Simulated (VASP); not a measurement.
# HfC (P6_3/mmc) in VASP: settings compared, part 2 of 2

VASP 6.6.1.

## 5. Single point, PBEsol (volume scaled by 1.02)

The input, INCAR:

```
PREC = Accurate
ENCUT = 600
EDIFF = 1E-6
ISMEAR = -1
SIGMA = 0.05
LREAL = F
LASPH = T
NELM = 120
ALGO = Normal
ISIF = 2
LWAVE = F
LCHARG = T
GGA = PS
LELF = T
LVHAR = T
NBANDS = 22
GGA_COMPAT = F
```

The input, KPOINTS:

```
regular mesh
0
Gamma
  9 9 5
```

The input, POSCAR:

```
HfC
1.0
    3.3650048841      0.0000000000      0.0000000000
   -1.6825024420      2.9141797134      0.0000000000
    0.0000000000      0.0000000000      5.2371700637
Hf C
2 2
Direct
    0.3333333333      0.6666666667      0.2500000000
    0.6666666667      0.3333333333      0.7500000000
    0.0000000000      0.0000000000      0.5000000000
    0.0000000000      0.0000000000      0.0000000000
```

Potentials or basis: VASP PAW PBE potentials, release 64 (Hf_pv, C).

Launch:

```console
> cat potpaw_PBE.64/Hf_pv/POTCAR potpaw_PBE.64/C/POTCAR > POTCAR
> mpirun -np 1 vasp_std > vasp.out
```

OUTCAR:

```text
PREC = Accurate
   ENCUT = 600
   EDIFF = 1E-6
   ISMEAR = -1
   LREAL = F
   LASPH = T
   NELM = 120
   ISIF = 2
   GGA = PS

 ion  position               nearest neighbor table
   1  0.333  0.667  0.250-   3 2.34   4 2.34   3 2.34   4 2.34   3 2.34   4 2.34   2 3.26   2 3.26
                             2 3.26   2 3.26   2 3.26   2 3.26
   2  0.667  0.333  0.750-   3 2.34   4 2.34   3 2.34   4 2.34   3 2.34   4 2.34   1 3.26   1 3.26
                             1 3.26   1 3.26   1 3.26   1 3.26
   3  0.000  0.000  0.500-   1 2.34   2 2.34   1 2.34   2 2.34   2 2.34   1 2.34
[... 806 lines left out ...]
  -------------------------------------------------------------------------------------
  Total       -4.2479430     -4.2479430     -3.1623313     -0.0000000      0.0000000      0.0000000
  in kB     -132.5227871   -132.5227871    -98.6550332     -0.0000000      0.0000000      0.0000000
  external PRESSURE =    -121.2335358 kB  Pullay stress =       0.0000000 kB

 VOLUME and BASIS-vectors are now :
 -----------------------------------------------------------------------------
  energy-cutoff  :      600.00
  volume of cell :       51.36
      direct lattice vectors                 reciprocal lattice vectors
     3.365004884  0.000000000  0.000000000     0.297176389  0.171574868  0.000000000
    -1.682502442  2.914179713  0.000000000     0.000000000  0.343149736  0.000000000
     0.000000000  0.000000000  5.237170064     0.000000000  0.000000000  0.190942816

 POSITION                                       TOTAL-FORCE (eV/Angst)
 -----------------------------------------------------------------------------------
     -0.00000      1.94279      1.30929         0.000000     -0.000000      0.000000
      1.68250      0.97139      3.92788        -0.000000      0.000000      0.000000
      0.00000      0.00000      2.61859         0.000000     -0.000000      0.000000
      0.00000      0.00000      0.00000         0.000000     -0.000000      0.000000
 -----------------------------------------------------------------------------------
    total drift:                               -0.000000      0.000000     -0.000000

  FREE ENERGIE OF THE ION-ELECTRON SYSTEM (eV)
  ---------------------------------------------------
  free  energy   TOTEN  =       -43.5338737458 eV

  energy  without entropy=      -43.5290718684  energy(sigma->0) =      -43.53147281
```

OSZICAR:

```text
N       E                     dE             d eps       ncg     rms          rms(c)
DAV:   1     0.897985374539E+02    0.89799E+02   -0.16760E+04  1584   0.140E+03
DAV:   2    -0.434186963271E+02   -0.13322E+03   -0.12756E+03  2014   0.304E+02
DAV:   3    -0.489383055419E+02   -0.55196E+01   -0.54549E+01  2016   0.433E+01
DAV:   4    -0.489972359097E+02   -0.58930E-01   -0.58807E-01  2010   0.496E+00
DAV:   5    -0.489979042159E+02   -0.66831E-03   -0.66806E-03  2050   0.471E-01    0.738E+01
DAV:   6    -0.438643273551E+02    0.51336E+01   -0.40964E+01  1892   0.222E+01    0.546E+01
DAV:   7    -0.436108234485E+02    0.25350E+00   -0.33157E+00  1828   0.811E+00    0.251E+01
DAV:   8    -0.435516601871E+02    0.59163E-01   -0.23980E-01  1994   0.285E+00    0.461E+00
DAV:   9    -0.435377600528E+02    0.13900E-01   -0.16433E-01  1868   0.155E+00    0.368E+00
DAV:  10    -0.435342251459E+02    0.35349E-02   -0.11164E-02  2006   0.549E-01    0.366E-01
DAV:  11    -0.435338895897E+02    0.33556E-03   -0.17307E-03  1980   0.194E-01    0.339E-01
DAV:  12    -0.435338731809E+02    0.16409E-04   -0.12629E-04  2090   0.472E-02    0.299E-02
DAV:  13    -0.435338737458E+02   -0.56486E-06   -0.23707E-06  1778   0.925E-03
   1 F= -.43533874E+02 E0= -.43531473E+02  d E =-.480188E-02
```

stdout:

```text
POSCAR found type information on POSCAR HfC
 POSCAR found :  2 types and       4 ions
 scaLAPACK will be used
 -----------------------------------------------------------------------------
|                                                                             |
|                                                                             |
|     You enforced a specific xc type in the INCAR file but a different       |
|     I HOPE YOU KNOW WHAT YOU ARE DOING!                                     |
|                                                                             |
 -----------------------------------------------------------------------------

 LDA part: xc-table for (Slater+PW92), standard interpolation
 POSCAR, INCAR and KPOINTS ok, starting setup
 FFT: planning ... GRIDC
 FFT: planning ... GRID_SOFT
 FFT: planning ... GRID
 WAVECAR not read
 entering main loop
```

Run time: 48 s. Hardware: 1 thread of AMD EPYC 9R45 (Zen 5), shared host; peak memory 0.16 GiB.

Results:

| Property | Result |
| --- | --- |
| Free energy | -43.5339 eV |
| Pressure | -12.1 GPa |
| Band gap on the k mesh | zero (band 14 reaches 7.09 eV, above the bottom of band 15 at 6.04 eV) |

Stress tensor (GPa, compression positive):
```
-13.25   0.00   0.00
  0.00 -13.25   0.00
  0.00   0.00  -9.87
```

Caveat: the PAW data sets were made with another functional, which shifts forces and pressure a little; spin-orbit coupling is left out, which moves the levels of the heavy elements.

## 6. The runs side by side

```tsv
level	cell	k mesh	cutoff (eV)	grid for exact exchange (PRECFOCK)	share of exact exchange	screening parameter	gap on the mesh (eV)	pressure (GPa)
PBE-based screened hybrid	a = 3.343, b = 3.343, c = 5.203 Å, angles 90.0, 90.0, 120.0°, 4 atoms	5 × 5 × 3	520	Normal	0.25	0.2 1/Å	none	-6.2
PBE-based screened hybrid	a = 3.343, b = 3.343, c = 5.203 Å, angles 90.0, 90.0, 120.0°, 4 atoms	5 × 5 × 3	520	Normal	0.3	0.2 1/Å	none	-7.1
PBEsol	a = 3.275, b = 3.275, c = 5.097 Å, angles 90.0, 90.0, 120.0°, 4 atoms	9 × 9 × 5	600	-	-	-	none	7.5
PBEsol	a = 3.365, b = 3.365, c = 5.237 Å, angles 90.0, 90.0, 120.0°, 4 atoms	9 × 9 × 5	600	-	-	-	none	-12.1
```

Alike in all rows: task single point; potentials or basis VASP PAW PBE potentials, release 64 (Hf_pv, C); no spin polarisation; smearing fermi-dirac 0.05 eV.

Caveats: some runs use coarse meshes; the PAW data sets were made with another functional, which shifts forces and pressure a little; spin-orbit coupling is left out, which moves the levels of the heavy elements.

Total energies depend on the potentials used, so only differences within one code and one set of settings carry meaning.
